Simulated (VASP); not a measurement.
# BP in VASP: further runs

The runs below take BP through single point, relaxation of the atoms, with PBEsol.

Program: VASP 6.6.1. These are calculated values, not measurements. Logs are shortened: lines on timing, memory, paths and dates and some standing lists are left out, and cuts for length are marked.

## 1. The cell of the first run

The cell holds a slab with vacuum, 12 atoms: a = 6.392 Å, b = 3.196 Å, c = 20.872 Å, α = 90.00°, β = 90.00°, γ = 120.00°.

## 2. Single point, PBEsol

INCAR reads:

```
  PREC = Accurate
  ENCUT = 520
  EDIFF = 1E-7
  ISMEAR = 0
  SIGMA = 0.05
  LREAL = F
  LASPH = T
  NELM = 80
  ALGO = Normal
  ISIF = 2
  LWAVE = F
  LCHARG = F
  LDIPOL = T
  IDIPOL = 3
  DIPOL = 0.5 0.5 0.501
  GGA = PS
  ISYM = 0
  NBANDS = 36
```

KPOINTS reads:

```
regular mesh
0
Gamma
  5 9 1
```

POSCAR reads:

```
BP
1.0
    6.3924896613      0.0000000000      0.0000000000
   -1.5981224153      2.7680292201      0.0000000000
    0.0000000000      0.0000000000     20.8718766961
P B
6 6
Direct
    0.5000000000      0.0000000000      0.3593352006
    0.0000000000      0.0000000000      0.3593352006
    0.6664575987      0.6656088239      0.4868542700
    0.1664575987      0.6656088239      0.4868542700
    0.8322480543      0.3321321485      0.6170020114
    0.3322480543      0.3321321485      0.6170020114
    0.1666666667      0.6666666667      0.3905940449
    0.6666666667      0.6666666667      0.3905940449
    0.3331859651      0.3323464784      0.5159050038
    0.8331859651      0.3323464784      0.5159050038
    0.4988382776     -0.0011052018      0.6342747587
   -0.0011617224     -0.0011052018      0.6342747587
```

Potentials or basis: VASP PAW PBE potentials, release 64 (P, B).

The run is started by

```bash
cat potpaw_PBE.64/P/POTCAR potpaw_PBE.64/B/POTCAR > POTCAR
mpirun -np 1 vasp_std > vasp.out
```

OUTCAR:

```text
PREC = Accurate
   ENCUT = 520
   EDIFF = 1E-7
   ISMEAR = 0
   LREAL = F
   LASPH = T
   NELM = 80
   ISIF = 2
   GGA = PS
   ISYM = 0

 ion  position               nearest neighbor table
   1  0.500  0.000  0.359-   7 1.96   8 1.96   8 1.96
   2  0.000  0.000  0.359-   8 1.96   7 1.96   7 1.96
   3  0.666  0.666  0.487-   9 1.94  10 1.94  10 1.94   8 2.01
   4  0.166  0.666  0.487-  10 1.94   9 1.94   9 1.94   7 2.01
   5  0.832  0.332  0.617-  12 1.88  12 1.88  11 1.88  10 2.11
   6  0.332  0.332  0.617-  11 1.88  11 1.88  12 1.88   9 2.11
   7  0.167  0.667  0.391-   1 1.96   2 1.96   2 1.96   4 2.01
   8  0.667  0.667  0.391-   2 1.96   1 1.96   1 1.96   3 2.01
   9  0.333  0.332  0.516-   3 1.94   4 1.94   4 1.94   6 2.11
  10  0.833  0.332  0.516-   4 1.94   3 1.94   3 1.94   5 2.11
  11  0.499  0.999  0.634-   6 1.88   6 1.88   5 1.88
  12  0.999  0.999  0.634-   5 1.88   5 1.88   6 1.88

IMPORTANT INFORMATION: All symmetrisations will be switched off!
NOSYMM: (Re-)initialisation of all symmetry stuff for point group C_1.

----------------------------------------------------------------------------------------

                                     Primitive cell

  volume of cell :     369.3195

  direct lattice vectors                    reciprocal lattice vectors
     6.392489661  0.000000000  0.000000000     0.156433573  0.090316966  0.000000000
    -1.598122415  2.768029220  0.000000000     0.000000000  0.361267863  0.000000000
     0.000000000  0.000000000 20.871876696     0.000000000  0.000000000  0.047911360

  length of vectors
     6.392489661  3.196244831 20.871876696     0.180633931  0.361267863  0.047911360

  position of ions in fractional coordinates (direct lattice)
     0.500000000  0.000000000  0.359335201
     0.000000000  0.000000000  0.359335201
     0.666457599  0.665608824  0.486854270
     0.166457599  0.665608824  0.486854270
     0.832248054  0.332132149  0.617002011
     0.332248054  0.332132149  0.617002011
     0.166666667  0.666666667  0.390594045
     0.666666667  0.666666667  0.390594045
     0.333185965  0.332346478  0.515905004
     0.833185965  0.332346478  0.515905004
     0.498838278  0.998894798  0.634274759
     0.998838278  0.998894798  0.634274759

  ion indices of the primitive-cell ions
   primitive index   ion index
                 1           1
                 2           2
                 3           3
[... 116 lines left out ...]
   ISMEAR =     0;   SIGMA  =   0.05  broadening in eV -4-tet -1-fermi 0-gaus
   EFERMI_NEDOS =   21; number of points for ismear=-14 and -15
   IALGO  =     38    algorithm
   IMIX   =      4    mixing-type and parameters
     AMIX     =   0.40;   BMIX     =  1.00
     AMIX_MAG =   1.60;   BMIX_MAG =  1.00
  volume/ion in A,a.u.               =      30.78       207.69
  Fermi-wavevector in a.u.,A,eV,Ry     =   0.829255  1.567064  9.356224  0.687663
  Thomas-Fermi vector in A             =   1.941770
   LORBIT       =      0    0 simple, 1 ext, 2 COOP (PROOUT), +10 PAW based schemes
   GGA     = PS    functional components
   LHFCALC =     F    Hartree Fock is set to
   AEXX    =    0.0000 exact exchange contribution
   IVDW    =     0    specifies the selected vdW correction
   LEPSILON=     F    determine dielectric tensor
   LRPA    =     F    only Hartree local field effects (RPA)
 non-spin polarized calculation
 Gauss-broadening in eV      SIGMA  =   0.05
  energy-cutoff  :      520.00
  volume of cell :      369.32
 maximum number of plane-waves:      9986
   NGX = 23   NGY = 11   NGZ = 77

 dipolmoment           0.000000      0.000000      0.145116 electrons x Angstroem

 number of electron      48.0000005 magnetization

 dipolmoment           0.000000      0.000000     -0.154262 electrons x Angstroem

 Free energy of the ion-electron system (eV)
  ---------------------------------------------------
  ext. energy  EPLUGINS =         0.00000000
  ---------------------------------------------------
  free energy    TOTEN  =       -76.47141877 eV

  energy without entropy =      -76.46651549  energy(sigma->0) =      -76.46896713

 E-fermi :  -0.4264     XC(G=0):  -4.9448

 val. band max:       -0.4834870797   @ k =   0.2000   0.2222   0.0000
 cond. band min:      -0.4234166279   @ k =  -0.2000   0.4444   0.0000
 fundamental gap:      0.0600704518
 Fermi energy:        -0.4264249545

 k-point     1 :       0.0000    0.0000    0.0000
  band No.  band energies     occupation
      1     -15.8781      2.00000
      2     -14.5968      2.00000
      3     -12.8730      2.00000
      4     -12.8207      2.00000
      5     -11.9911      2.00000
      6     -10.3960      2.00000
[... 886 lines left out ...]
     35       5.0006      0.00000
     36       5.0212      0.00000

------------------------ aborting loop because EDIFF is reached ----------------------------------------

 vacuum level on the upper side and lower side of the slab       (xc-potential included)        -0.843         0.699

  FORCE on cell =-STRESS in cart. coord.  units (eV):
  Direction    XX          YY          ZZ          XY          YZ          ZX
  --------------------------------------------------------------------------------------
  -------------------------------------------------------------------------------------
  Total       -1.4723532     -1.3996830     -0.7794834     -0.0191361     -0.0045747     -0.0130846
  in kB       -6.3873451     -6.0720880     -3.3815455     -0.0830158     -0.0198458     -0.0567636
  external PRESSURE =      -5.2803262 kB  Pullay stress =       0.0000000 kB

 VOLUME and BASIS-vectors are now :
 -----------------------------------------------------------------------------
  energy-cutoff  :      520.00
  volume of cell :      369.32
      direct lattice vectors                 reciprocal lattice vectors
     6.392489661  0.000000000  0.000000000     0.156433573  0.090316966  0.000000000
    -1.598122415  2.768029220  0.000000000     0.000000000  0.361267863  0.000000000
     0.000000000  0.000000000 20.871876696     0.000000000  0.000000000  0.047911360

 POSITION                                       TOTAL-FORCE (eV/Angst)
 -----------------------------------------------------------------------------------
      3.19624      0.00000      7.50000        -0.000501      0.005537      0.548660
      0.00000      0.00000      7.50000        -0.000501      0.005538      0.548660
      3.19660      1.84242     10.16156         0.001167     -0.001831     -0.000269
      0.00035      1.84242     10.16156         0.001167     -0.001831     -0.000269
      4.78935      0.91935     12.87799         0.001371      0.006598      0.004705
      1.59310      0.91935     12.87799         0.001371      0.006598      0.004705
      0.00000      1.84535      8.15243         0.001172     -0.005395     -0.542677
      3.19624      1.84535      8.15243         0.001172     -0.005395     -0.542677
      1.59876      0.91994     10.76791        -0.000345      0.000426     -0.010703
      4.79500      0.91994     10.76791        -0.000345      0.000426     -0.010703
      1.59246      2.76497     13.23850        -0.002863     -0.005337      0.000284
      4.78871      2.76497     13.23850        -0.002863     -0.005337      0.000284
 -----------------------------------------------------------------------------------
    total drift:                                0.000186      0.000167     -0.000140

  FREE ENERGIE OF THE ION-ELECTRON SYSTEM (eV)
  ---------------------------------------------------
  free  energy   TOTEN  =       -76.4714187724 eV

  energy  without entropy=      -76.4665154915  energy(sigma->0) =      -76.46896713

 vacuum level on the upper side and lower side of the slab         3.931         5.512
```

OSZICAR:

```text
N       E                     dE             d eps       ncg     rms          rms(c)
DAV:   1     0.281727889124E+03    0.28173E+03   -0.17883E+04  1656   0.105E+03
DAV:   2    -0.494827870154E+02   -0.33121E+03   -0.31546E+03  2360   0.208E+02
DAV:   3    -0.798710880006E+02   -0.30388E+02   -0.29745E+02  1996   0.670E+01
[... 32 lines left out ...]
DAV:  36    -0.764714178206E+02   -0.13120E-05   -0.10318E-07  1568   0.126E-03    0.690E-04
DAV:  37    -0.764714183239E+02   -0.50333E-06   -0.20049E-08  1372   0.577E-04    0.140E-03
DAV:  38    -0.764714185760E+02   -0.25211E-06   -0.81060E-09  1304   0.306E-04    0.116E-03
DAV:  39    -0.764714187443E+02   -0.16834E-06   -0.89645E-09  1328   0.446E-04    0.451E-04
DAV:  40    -0.764714187724E+02   -0.28037E-07   -0.69382E-09  1356   0.301E-04
   1 F= -.76471419E+02 E0= -.76468967E+02  d E =-.490328E-02
```

Wall time 22 min (1 thread of AMD EPYC 7R13, shared host); peak memory 0.54 GiB.

Results:

| Item | Value |
| --- | --- |
| Free energy | -76.4714 eV |
| Largest force | 0.549 eV/Å |
| Band gap on the k mesh | zero (band 24 reaches -0.36 eV, above the bottom of band 25 at -0.42 eV) |

Forces on the atoms (eV/Å):
```
P   -0.001  0.006  0.549
P   -0.001  0.006  0.549
P    0.001 -0.002  0.000
P    0.001 -0.002  0.000
P    0.001  0.007  0.005
P    0.001  0.007  0.005
B    0.001 -0.005 -0.543
B    0.001 -0.005 -0.543
B    0.000  0.000 -0.011
B    0.000  0.000 -0.011
B   -0.003 -0.005  0.000
B   -0.003 -0.005  0.000
```

Caveat: the PAW data sets were made with another functional, which shifts forces and pressure a little.

## 3. Relaxation of the atoms, PBEsol

This run uses another cell than the first one: it holds 10 atoms, not 12.

INCAR reads:

```
SYSTEM = BP
ALGO     = Normal         ! electronic algorithm
DIPOL    = 0.5 0.5 0.500
EDIFF    = 1E-6           ! SCF threshold, eV
EDIFFG   = -0.02          ! ionic threshold
ENCUT    = 520            ! plane-wave cutoff, eV
GGA      = PS             ! functional
IBRION   = 2              ! ionic algorithm
IDIPOL   = 3            
ISIF     = 2              ! what is computed and relaxed
ISMEAR   = 0              ! smearing method
LASPH    = .True.         ! aspherical terms in the spheres
LCHARG   = .False.        ! write CHGCAR
LDIPOL   = .True.       
LREAL    = .False.        ! projectors in reciprocal space
LWAVE    = .False.        ! write WAVECAR
NELM     = 100            ! most SCF steps
NSW      = 80             ! ionic steps
PREC     = Accurate       ! precision mode
SIGMA    = 0.05           ! smearing width, eV
```

KPOINTS reads:

```
k-points
0
Gamma
  9 9 1
  0 0 0
```

POSCAR reads:

```
BP
1.0
    3.1962448201      0.0000000000      0.0000000000
   -1.5981224101      2.7680292109      0.0000000000
    0.0000000000      0.0000000000     26.0913226116
P B
5 5
Direct
    0.0000000000      0.0000000000      0.2874518901
    0.3333333333      0.6666666667      0.3874745301
    0.6666666667      0.3333333333      0.4874971700
    0.0000000000      0.0000000000      0.5875198100
    0.3333333333      0.6666666667      0.6875424499
    0.3333333333      0.6666666667      0.3124575501
    0.6666666667      0.3333333333      0.4124801900
    0.0000000000      0.0000000000      0.5125028300
    0.3333333333      0.6666666667      0.6125254699
    0.6666666667      0.3333333333      0.7125481099
```

Potentials or basis: VASP PAW PBE potentials, release 64 (P, B).

The run is started by

```bash
cat potpaw_PBE.64/P/POTCAR potpaw_PBE.64/B/POTCAR > POTCAR
mpirun -np 1 vasp_std > vasp.out
```

It took 12 min on 1 thread of Intel Xeon Platinum 8488C (Sapphire Rapids), shared host; peak memory 0.36 GiB.

It converged, with:

```
Free energy                  : -65.4201 eV
Energy gained by relaxing    : 43.5 meV/atom
Ionic steps                  : 18
Largest force after relaxing : 0.007 eV/Å
Band gap on the k mesh       : zero (band 20 reaches 1.89 eV, above the bottom of band 21 at 1.39 eV)
```

Forces in eV/Å, atoms in the order of the input:
```
P    0.000  0.000 -0.004
P    0.000  0.000  0.007
P    0.000  0.000  0.007
P    0.000  0.000 -0.001
P    0.000  0.000 -0.004
B    0.000  0.000 -0.001
B    0.000  0.000  0.002
B    0.000  0.000 -0.004
B    0.000  0.000  0.000
B    0.000  0.000 -0.001
```

The path:
```csv
step,energy change (eV),largest force (eV/Å),pressure (GPa)
1,0.0000,2.4616,-0.82
2,-0.3474,0.8375,-0.36
3,-0.3694,0.6651,-0.22
4,-0.4038,0.3061,-0.13
5,-0.4103,0.3678,-0.06
6,-0.4224,0.1802,0.11
7,-0.4226,0.1549,0.10
8,-0.4261,0.1191,0.15
9,-0.4270,0.2251,0.19
10,-0.4295,0.1264,0.25
11,-0.4317,0.0974,0.36
12,-0.4328,0.0632,0.39
13,-0.4335,0.0970,0.46
14,-0.4344,0.0642,0.52
15,-0.4348,0.0498,0.59
16,-0.4349,0.0391,0.64
17,-0.4350,0.0222,0.62
18,-0.4350,0.0069,0.63
```

Final structure:
```xyz
10
Lattice="3.1962 0.0000 0.0000 -1.5981 2.7680 0.0000 0.0000 0.0000 26.0913" Properties=species:S:1:pos:R:3 pbc="T T T"
P     0.0000    0.0000    7.6219
P     0.0000    1.8454   10.1301
P     1.5981    0.9227   12.7296
P     0.0000    0.0000   15.3472
P     0.0000    1.8454   18.0252
B     0.0000    1.8454    8.1483
B     1.5981    0.9227   10.7721
B    -1.5981    2.7680   13.3818
B     0.0000    1.8454   15.9817
B     1.5981    0.9227   18.3188
```

Levels at points of the mesh, in eV from the Fermi level:
```csv
k point,band 17,band 18,band 19,band 20,band 21,band 22,band 23,band 24
"(0.00, 0.00, 0.00)",-1.10,-0.48,-0.48,0.15,0.92,3.18,3.24,3.24
```

Caveat: the PAW data sets were made with another functional, which shifts forces and pressure a little.
